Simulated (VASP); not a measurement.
Set up this calculation in VASP 6.6.1, as the native input.

| Quantity | Value |
| --- | --- |
| Task | single point |
| Functional | PBE |
| Potentials or basis | VASP PAW PBE potentials, release 64 (Li_sv, Sc_sv) |
| Cutoff | 520 eV |
| k mesh | 18 × 18 × 18 |
| Occupations | fermi-dirac, width 0.15 eV |
| Spin | no spin polarisation |
| Dipole correction | no |
| Further INCAR settings | ALGO = Normal; EDIFF = 1e-06; NBANDS = 16 |

The structure of Li2Sc lies in POSCAR:

```
Li2Sc
1.0
   -1.5319153368      1.5319153368      6.9355305857
    1.5319153368     -1.5319153368      6.9355305857
    1.5319153368      1.5319153368     -6.9355305857
Li Sc
2 1
Direct
    0.6726599447      0.6726599447      0.0000000000
    0.3273400553      0.3273400553      0.0000000000
    0.0000000000      0.0000000000      0.0000000000
```

These files were run (other wordings do the same):

INCAR

```
  PREC = Accurate
  ENCUT = 520
  EDIFF = 1E-6
  ISMEAR = -1
  SIGMA = 0.15
  LREAL = False
  LASPH = True
  NELM = 100
  ALGO = Normal
  ISIF = 2
  LWAVE = False
  LCHARG = False
  GGA = PE
  NBANDS = 16
```

KPOINTS

```
Automatic mesh
0
Gamma
  18 18 18
```

Potentials or basis: VASP PAW PBE potentials, release 64 (Li_sv, Sc_sv).

The run is started by

```console
$ cat potpaw_PBE.64/Li_sv/POTCAR potpaw_PBE.64/Sc_sv/POTCAR > POTCAR
$ mpirun -np 1 vasp_std > vasp.out
```

It gave:

```
Band gap on the k mesh : zero (an odd number of electrons rules out a gap without spin polarisation)
```

Wall time 16 min on 1 thread of AMD EPYC 9R45 96-Core Processor (Zen 5), on a shared host, peak memory 0.7 GiB.
